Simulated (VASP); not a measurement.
# ScAl31N32 (a cell with a defect) in VASP: single point with PBEsol

Aim: the single point of ScAl31N32 (a cell with a defect) with PBEsol.

Everything below comes from runs of VASP 6.6.1. Logs are shortened: lines on timing, memory, paths and dates and some standing lists are left out, and cuts for length are marked.

### 1 The cell of the first run

The cell holds a defect, 64 atoms: a = 8.755 Å, b = 8.755 Å, c = 8.755 Å, α = 90.00°, β = 90.00°, γ = 90.00°.

### 2 Single point, PBEsol

Input file INCAR:

```
SYSTEM = ScAl31N32
PREC = Accurate
ENCUT = 520
EDIFF = 1E-6
ISMEAR = -1
SIGMA = 0.05
LREAL = Auto
LASPH = .True.
NELM = 80
ALGO = Normal
ISIF = 2
LWAVE = .False.
LCHARG = .False.
GGA = PS
NBANDS = 170
ISYM = 0
```

Input file KPOINTS:

```
Automatic mesh
0
Gamma
  1 1 1
  0.25 0.25 0.25
```

Input file POSCAR:

```
ScAl31N32
1.0
    8.7554440000      0.0000000000      0.0000000000
    0.0000000000      8.7554440000      0.0000000000
    0.0000000000      0.0000000000      8.7554440000
Al Sc N
31 1 32
Direct
    0.0000010000      0.0006380000      0.9997240000
    0.9999050000      0.0005320000      0.4999250000
    0.9998880000      0.5007350000      0.9996930000
    0.0001070000      0.5006030000      0.4998020000
    0.5000930000      0.0005710000      0.9996400000
    0.4999980000      0.0006710000      0.4997920000
    0.4999990000      0.5005750000      0.9998220000
    0.2494380000      0.2500810000      0.9999010000
    0.2469370000      0.2475680000      0.5006080000
    0.2494460000      0.7512150000      0.9996850000
    0.2471760000      0.7536180000      0.4992000000
    0.7506050000      0.2500370000      0.9996990000
    0.7529540000      0.2478380000      0.4992220000
    0.7505170000      0.7511320000      0.9997200000
    0.7525940000      0.7532220000      0.5005400000
    0.2494890000      0.0007970000      0.2492460000
    0.2494120000      0.0005210000      0.7503360000
    0.2469460000      0.5013730000      0.2467180000
    0.2471520000      0.5000640000      0.7528080000
    0.7505330000      0.0005160000      0.2492330000
    0.7504940000      0.0006680000      0.7502470000
    0.7529740000      0.5000400000      0.2469910000
    0.7526330000      0.5012400000      0.7524360000
    0.0001690000      0.2500730000      0.2492350000
    0.9998990000      0.2500630000      0.7503680000
    0.9998950000      0.7512170000      0.2492180000
    0.0000200000      0.7511100000      0.7502680000
    0.5007100000      0.2476080000      0.2467650000
    0.4994180000      0.2477690000      0.7527480000
    0.4994590000      0.7535640000      0.2469500000
    0.5006320000      0.7532490000      0.7524590000
    0.4992290000      0.4999320000      0.4992440000
    0.1249530000      0.1255910000      0.1247440000
    0.1233710000      0.1240100000      0.6256410000
    0.1233270000      0.6264740000      0.1231570000
    0.1252540000      0.6260230000      0.6251820000
    0.6258150000      0.1240190000      0.1231940000
    0.6253940000      0.1258200000      0.6251400000
    0.6254380000      0.6260250000      0.1249060000
    0.6338710000      0.6345050000      0.6337120000
    0.3749410000      0.3755520000      0.1249200000
    0.3659920000      0.3666090000      0.6342880000
    0.3744890000      0.8775710000      0.1232110000
    0.3749170000      0.8759430000      0.6251780000
    0.8768970000      0.3750910000      0.1232430000
    0.8753510000      0.3755680000      0.6251680000
    0.8752510000      0.8759290000      0.1246710000
    0.8766710000      0.8772600000      0.6255910000
    0.3749500000      0.1257940000      0.3747660000
    0.3744520000      0.1240410000      0.8766440000
    0.3660060000      0.6350930000      0.3657470000
    0.3749190000      0.6260330000      0.8751700000
    0.8768800000      0.1240630000      0.3742700000
    0.8752800000      0.1255660000      0.8750680000
    0.8753620000      0.6260460000      0.3747500000
    0.8766500000      0.6263750000      0.8763920000
    0.1251920000      0.3755680000      0.3747500000
    0.1233980000      0.3751110000      0.8767020000
    0.1234200000      0.8775480000      0.3742650000
    0.1249260000      0.8758960000      0.8750860000
    0.6343830000      0.3667170000      0.3658550000
    0.6254140000      0.3754970000      0.8751020000
    0.6254100000      0.8759410000      0.3747460000
    0.6257570000      0.8773300000      0.8763930000
```

Potentials or basis: VASP PAW PBE potentials, release 64 (Al, Sc_sv, N).

The run is started by

```
$ cat potpaw_PBE.64/Al/POTCAR potpaw_PBE.64/Sc_sv/POTCAR potpaw_PBE.64/N/POTCAR > POTCAR
$ mpirun -np 1 vasp_std > vasp.out
```

OUTCAR:

```text
SYSTEM = ScAl31N32
   PREC = Accurate
   ENCUT = 520
   EDIFF = 1E-6
   ISMEAR = -1
   LREAL = Auto
   LASPH = .True.
   NELM = 80
   ISIF = 2
   GGA = PS
   ISYM = 0

 ion  position               nearest neighbor table
   1  0.000  0.001  1.000-  54 1.89  60 1.89  47 1.89  33 1.90  25 3.09  12 3.09  17 3.09  10 3.09
                             8 3.09  26 3.09  24 3.09  20 3.09  21 3.09  27 3.09  14 3.09  16 3.09
   2  1.000  0.001  0.500-  59 1.88  48 1.88  53 1.88  34 1.88   9 3.06  11 3.06  13 3.06  15 3.06
                            21 3.09  27 3.09  17 3.10  25 3.10  26 3.10  20 3.10  24 3.10  16 3.10
   3  1.000  0.501  1.000-  58 1.88  56 1.88  45 1.88  35 1.88  18 3.06  19 3.06  22 3.06  23 3.06
                            14 3.09  27 3.09  12 3.10  25 3.10  26 3.10  10 3.10   8 3.10  24 3.10
   4  0.000  0.501  0.500-  46 1.90  57 1.90  55 1.90  36 1.90   9 3.09  13 3.10  18 3.10  22 3.10
                            19 3.10  11 3.10  23 3.10  15 3.10  27 3.10  24 3.10  25 3.10  26 3.10
   5  0.500  0.001  1.000-  50 1.88  64 1.88  43 1.88  37 1.88  29 3.06  28 3.06  30 3.06  31 3.06
                            21 3.09  14 3.09  12 3.10  17 3.10  10 3.10  20 3.10   8 3.10  16 3.10
   6  0.500  0.001  0.500-  63 1.90  44 1.90  49 1.90  38 1.90  11 3.09  30 3.10   9 3.10  28 3.10
                            15 3.10  29 3.10  31 3.10  13 3.10  21 3.10  16 3.10  20 3.10  17 3.10
   7  0.500  0.501  1.000-  41 1.90  52 1.90  62 1.90  39 1.90  19 3.09  29 3.09  28 3.10  18 3.10
                            23 3.10  31 3.10  30 3.10  22 3.10   8 3.10  14 3.10  12 3.10  10 3.10
   8  0.249  0.250  1.000-  33 1.89  58 1.89  50 1.89  41 1.90  19 3.08  29 3.08  18 3.08  28 3.08
                            24 3.09  16 3.09   1 3.09  25 3.09  17 3.09   5 3.10   3 3.10   7 3.10
   9  0.247  0.248  0.501-  34 1.88  42 1.88  57 1.90  49 1.90   2 3.06  17 3.08  25 3.08  16 3.08
[... 77 lines left out ...]
  63  0.625  0.876  0.375-   6 1.90  20 1.90  15 1.90  30 1.90
  64  0.626  0.877  0.876-   5 1.88  31 1.89  21 1.89  14 1.89

IMPORTANT INFORMATION: All symmetrisations will be switched off!
NOSYMM: (Re-)initialisation of all symmetry stuff for point group C_1.

----------------------------------------------------------------------------------------

                                     Primitive cell

  volume of cell :     671.1731

  direct lattice vectors                    reciprocal lattice vectors
     8.755444000  0.000000000  0.000000000     0.114214653  0.000000000  0.000000000
     0.000000000  8.755444000  0.000000000     0.000000000  0.114214653  0.000000000
     0.000000000  0.000000000  8.755444000     0.000000000  0.000000000  0.114214653

  length of vectors
     8.755444000  8.755444000  8.755444000     0.114214653  0.114214653  0.114214653

  position of ions in fractional coordinates (direct lattice)
     0.000001000  0.000638000  0.999724000
     0.999905000  0.000532000  0.499925000
     0.999888000  0.500735000  0.999693000
     0.000107000  0.500603000  0.499802000
     0.500093000  0.000571000  0.999640000
     0.499998000  0.000671000  0.499792000
[... 56 lines left out ...]
     0.625410000  0.875941000  0.374746000
     0.625757000  0.877330000  0.876393000

  ion indices of the primitive-cell ions
   primitive index   ion index
                 1           1
                 2           2
                 3           3
                 4           4
                 5           5
                 6           6
[... 56 lines left out ...]
                63          63
                64          64

----------------------------------------------------------------------------------------

 KPOINTS: Automatic mesh

Automatic generation of k-mesh.
 Grid dimensions read from file:
 generate k-points for:    1    1    1

 Generating k-lattice:

  Cartesian coordinates                     Fractional coordinates (reciprocal lattice)
     0.114214653  0.000000000  0.000000000     1.000000000  0.000000000  0.000000000
     0.000000000  0.114214653  0.000000000     0.000000000  1.000000000  0.000000000
     0.000000000  0.000000000  0.114214653     0.000000000  0.000000000  1.000000000

  Length of vectors
     0.114214653  0.114214653  0.114214653

  Shift w.r.t. Gamma in fractional coordinates (k-lattice)
     0.250000000  0.250000000  0.250000000

 Subroutine IBZKPT returns following result:
 ===========================================

 Found      4 irreducible k-points:

 Following reciprocal coordinates:
            Coordinates               Weight
  0.250000  0.250000  0.250000      2.000000
 -0.250000  0.250000  0.250000      2.000000
 -0.250000 -0.250000  0.250000      2.000000
  0.250000 -0.250000  0.250000      2.000000
   k-points           NKPTS =      4   k-points in BZ     NKDIM =      4   number of bands    NBANDS=    170
   number of dos      NEDOS =    301   number of ions     NIONS =     64
   total plane-waves  NPLWV = 343000
   dimension x,y,z NGX =    70 NGY =   70 NGZ =   70
   dimension x,y,z NGXF=   140 NGYF=  140 NGZF=  140
   ions per type =              31   1  32
   NGX,Y,Z   is equivalent  to a cutoff of  13.29, 13.29, 13.29 a.u.
   NGXF,Y,Z  is equivalent  to a cutoff of  26.58, 26.58, 26.58 a.u.
 SYSTEM =  ScAl31N32
   PREC   = accura    normal or accurate (medium, high low for compatibility)
   ISTART =      0    job   : 0-new  1-cont  2-samecut
   ICHARG =      2    charge: 1-file 2-atom 10-const
   ISPIN  =      1    spin polarized calculation?
   LNONCOLLINEAR =      F non collinear calculations
   LSORBIT =      F    spin-orbit coupling
   LASPH  =      T    aspherical Exc in radial PAW
   ENCUT  =  520.0 eV  38.22 Ry    6.18 a.u.  16.28 16.28 16.28*2*pi/ulx,y,z
   NELM   =     80;   NELMIN=  2; NELMDL= -5     # of ELM steps
   EDIFF  = 0.1E-05   stopping-criterion for ELM
   LREAL  =      T    real-space projection
   EDIFFG = 0.1E-04   stopping-criterion for IOM
   NSW    =      0    number of steps for IOM
   IBRION =     -1    ionic relax: 0-MD 1-quasi-New 2-CG
   NFREE  =      0    steps in history (QN), initial steepest desc. (CG)
   ISIF   =      2    stress and relaxation
   ISYM   =      0    0-nonsym 1-usesym 2-fastsym
   POTIM  = 0.5000    time-step for ionic-motion
   TEBEG  =    0.0;   TEEND  =   0.0 temperature during run
   PSTRESS=    0.0 pullay stress
   NELECT =     264.0000    total number of electrons
   NUPDOWN=      -1.0000    fix difference up-down
   EMIN   =  10.00;   EMAX   =-10.00  energy-range for DOS
   EFERMI =   0.00;   METHOD = LEGACY
   ISMEAR =    -1;   SIGMA  =   0.05  broadening in eV -4-tet -1-fermi 0-gaus
   EFERMI_NEDOS =   21; number of points for ismear=-14 and -15
   IALGO  =     38    algorithm
   IMIX   =      4    mixing-type and parameters
     AMIX     =   0.40;   BMIX     =  1.00
     AMIX_MAG =   1.60;   BMIX_MAG =  1.00
  volume/ion in A,a.u.               =      10.49        70.77
  Fermi-wavevector in a.u.,A,eV,Ry     =   1.199494  2.266714 19.575860  1.438785
  Thomas-Fermi vector in A             =   2.335355
   LORBIT       =      0    0 simple, 1 ext, 2 COOP (PROOUT), +10 PAW based schemes
   GGA     = PS    functional components
   LHFCALC =     F    Hartree Fock is set to
   AEXX    =    0.0000 exact exchange contribution
   IVDW    =     0    specifies the selected vdW correction
   LEPSILON=     F    determine dielectric tensor
   LRPA    =     F    only Hartree local field effects (RPA)
 non-spin polarized calculation
  energy-cutoff  :      520.00
  volume of cell :      671.17
 maximum number of plane-waves:     18052
 NGX is ok and might be reduce to    70
   NGX = 33   NGY = 33   NGZ = 33

 number of electron     263.9999961 magnetization

 Free energy of the ion-electron system (eV)
  ---------------------------------------------------
  ext. energy  EPLUGINS =         0.00000000
  ---------------------------------------------------
  free energy    TOTEN  =      -501.79990050 eV

  energy without entropy =     -501.79990050  energy(sigma->0) =     -501.79990050

 E-fermi :   7.0145     XC(G=0): -11.1360

 val. band max:        5.7074785271   @ k =  -0.2500  -0.2500   0.2500
 cond. band min:       9.7080764551   @ k =   0.2500  -0.2500   0.2500
 fundamental gap:      4.0005979281
 Fermi energy:         7.0144513505

 k-point     1 :       0.2500    0.2500    0.2500
  band No.  band energies     occupation
      1     -40.4628      2.00000
      2     -19.4021      2.00000
      3     -19.4018      2.00000
      4     -19.4013      2.00000
      5      -8.8938      2.00000
      6      -8.3489      2.00000
[... 136 lines left out ...]
    143      11.4533      0.00000
    144      11.4537      0.00000

 k-point     2 :      -0.2500    0.2500    0.2500
  band No.  band energies     occupation
      1     -40.4628      2.00000
      2     -19.4021      2.00000
      3     -19.4018      2.00000
      4     -19.4013      2.00000
      5      -8.8936      2.00000
      6      -8.3495      2.00000
[... 136 lines left out ...]
    143      11.4495      0.00000
    144      11.4507      0.00000

 k-point     3 :      -0.2500   -0.2500    0.2500
  band No.  band energies     occupation
      1     -40.4628      2.00000
      2     -19.4021      2.00000
      3     -19.4018      2.00000
      4     -19.4013      2.00000
      5      -8.8936      2.00000
      6      -8.3497      2.00000
[... 136 lines left out ...]
    143      11.4497      0.00000
    144      11.4507      0.00000

 k-point     4 :       0.2500   -0.2500    0.2500
  band No.  band energies     occupation
      1     -40.4628      2.00000
      2     -19.4021      2.00000
      3     -19.4018      2.00000
      4     -19.4013      2.00000
      5      -8.8936      2.00000
      6      -8.3498      2.00000
[... 136 lines left out ...]
    143      11.4496      0.00000
    144      11.4504      0.00000
 [bands above 144 left out]

------------------------ aborting loop because EDIFF is reached ----------------------------------------

  FORCE on cell =-STRESS in cart. coord.  units (eV):
  Direction    XX          YY          ZZ          XY          YZ          ZX
  --------------------------------------------------------------------------------------
  -------------------------------------------------------------------------------------
  Total        8.7272516      8.7493407      8.7298214     -0.4917023     -0.5472187     -0.5436790
  in kB       20.8330836     20.8858131     20.8392180     -1.1737572     -1.3062822     -1.2978324
  external PRESSURE =      20.8527049 kB  Pullay stress =       0.0000000 kB

 VOLUME and BASIS-vectors are now :
 -----------------------------------------------------------------------------
  energy-cutoff  :      520.00
  volume of cell :      671.17
      direct lattice vectors                 reciprocal lattice vectors
     8.755444000  0.000000000  0.000000000     0.114214653  0.000000000  0.000000000
     0.000000000  8.755444000  0.000000000     0.000000000  0.114214653  0.000000000
     0.000000000  0.000000000  8.755444000     0.000000000  0.000000000  0.114214653

 POSITION                                       TOTAL-FORCE (eV/Angst)
 -----------------------------------------------------------------------------------
      0.00001      0.00559      8.75303         0.014510      0.012732      0.025897
      8.75461      0.00466      4.37707         0.011897      0.013539     -0.002731
      8.75446      4.38416      8.75276         0.013999      0.004089      0.017673
      0.00094      4.38300      4.37599         0.020962      0.030159      0.019938
      4.37854      0.00500      8.75229         0.006621      0.013685      0.024143
      4.37770      0.00587      4.37590         0.025079      0.022036      0.020679
[... 56 lines left out ...]
      5.47574      7.66925      3.28107        -0.020451     -0.024883     -0.016899
      5.47878      7.68141      7.67321        -0.015667     -0.018679     -0.013722
 -----------------------------------------------------------------------------------
    total drift:                                0.015654      0.014034      0.005069

  FREE ENERGIE OF THE ION-ELECTRON SYSTEM (eV)
  ---------------------------------------------------
  free  energy   TOTEN  =      -501.7999005016 eV

  energy  without entropy=     -501.7999005016  energy(sigma->0) =     -501.79990050
```

Wall time 9.7 min (1 thread of Intel Xeon 6975P-C (Granite Rapids), shared host); peak memory 0.85 GiB.

What came out:

```
Free energy            : -501.7999 eV
Pressure               : 2.1 GPa
Largest force          : 0.146 eV/Å
Band gap on the k mesh : 4.00 eV
```

Forces in eV/Å, atoms in the order of the input:
```
Al   0.015  0.013  0.026
Al   0.012  0.014 -0.003
Al   0.014  0.004  0.018
Al   0.021  0.030  0.020
Al   0.007  0.014  0.024
Al   0.025  0.022  0.021
Al   0.029  0.027  0.026
Al   0.023  0.017  0.012
Al   0.046  0.046  0.010
Al   0.021  0.026  0.031
Al   0.019  0.012  0.005
Al   0.016  0.026  0.027
Al   0.019  0.016  0.002
Al   0.016  0.021  0.026
Al   0.031  0.029 -0.008
Al   0.015  0.008  0.021
Al   0.029  0.018  0.026
Al   0.045  0.022  0.045
Al   0.019  0.008  0.011
Al   0.030  0.023  0.024
Al   0.016  0.019  0.019
Al   0.014  0.016  0.016
Al   0.026  0.005  0.021
Al   0.005  0.019  0.028
Al   0.020  0.027  0.023
Al   0.018  0.028  0.026
Al   0.024  0.017  0.020
Al   0.024  0.045  0.044
Al   0.011  0.016  0.018
Al   0.009  0.018  0.015
Al   0.005  0.029  0.020
Sc   0.088  0.094  0.067
N   -0.016 -0.019 -0.022
N   -0.026 -0.025 -0.008
N   -0.016 -0.010 -0.024
N   -0.035 -0.017 -0.015
N   -0.011 -0.022 -0.027
N   -0.017 -0.029 -0.012
N   -0.019 -0.021 -0.027
N   -0.020 -0.021 -0.011
N   -0.026 -0.022 -0.024
N   -0.076 -0.069 -0.001
N   -0.014 -0.029 -0.015
N   -0.017 -0.021 -0.016
N   -0.023 -0.015 -0.016
N   -0.023 -0.020 -0.014
N   -0.014 -0.018 -0.022
N   -0.018 -0.013 -0.019
N   -0.026 -0.022 -0.022
N   -0.017 -0.011 -0.022
N   -0.068 -0.013 -0.062
N   -0.016 -0.022 -0.027
N   -0.022 -0.014 -0.014
N   -0.017 -0.024 -0.021
N   -0.026 -0.022 -0.016
N   -0.013 -0.016 -0.013
N   -0.024 -0.026 -0.024
N   -0.013 -0.017 -0.026
N   -0.012 -0.023 -0.016
N   -0.023 -0.016 -0.024
N   -0.007 -0.073 -0.070
N   -0.020 -0.016 -0.021
N   -0.020 -0.025 -0.017
N   -0.016 -0.019 -0.014
```

Caveat: the k points lie up to 0.72 Å⁻¹ apart; the PAW data sets were made with another functional, which shifts forces and pressure a little.
